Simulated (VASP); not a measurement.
Crystal: Au.

```
Au
1.0
     2.74841    0.00000    0.00000
     0.00000    2.74841    0.00000
     0.00000    0.00000    2.74841
Au
1
Direct
  0.50000 0.50000 0.50000
```

```yaml
Program: VASP 6.6.1
Task: relaxation of cell and atoms
Functional: PBE
Dispersion: D4
Potentials_or_basis: VASP PAW PBE potentials, release 64 (Au)
Cutoff: 600 eV
k_mesh: 10 × 10 × 10
Occupations: fermi-dirac, width 0.05 eV
Spin: no spin polarisation
```

At the start: pressure -4.0 GPa; volume 20.76 Å³/atom.

Task: How do energy, volume and symmetry change on relaxing?

Result: Over 3 steps the energy falls by 9.5 meV/atom and the volume is 20.02 Å³/atom (-3.6 %); space group Pm-3m (No. 221, to 0.05 Å).

Step by step:
| step | energy change (eV) | largest force (eV/Å) | pressure (GPa) | volume (Å³) |
| --- | --- | --- | --- | --- |
| 1 | 0.0000 | 0.0000 | -3.96 | 20.76 |
| 2 | 0.0017 | 0.0000 | 4.86 | 19.26 |
| 3 | -0.0095 | 0.0000 | 0.00 | 20.02 |

Final structure:
```
CELL_PARAMETERS angstrom
2.71539 0.00000 0.00000
0.00000 2.71539 0.00000
0.00000 0.00000 2.71539
ATOMIC_POSITIONS crystal
Au 0.50000 0.50000 0.50000
```

Caveat: pairwise dispersion overbinds metals, which lowers pressure and volume.
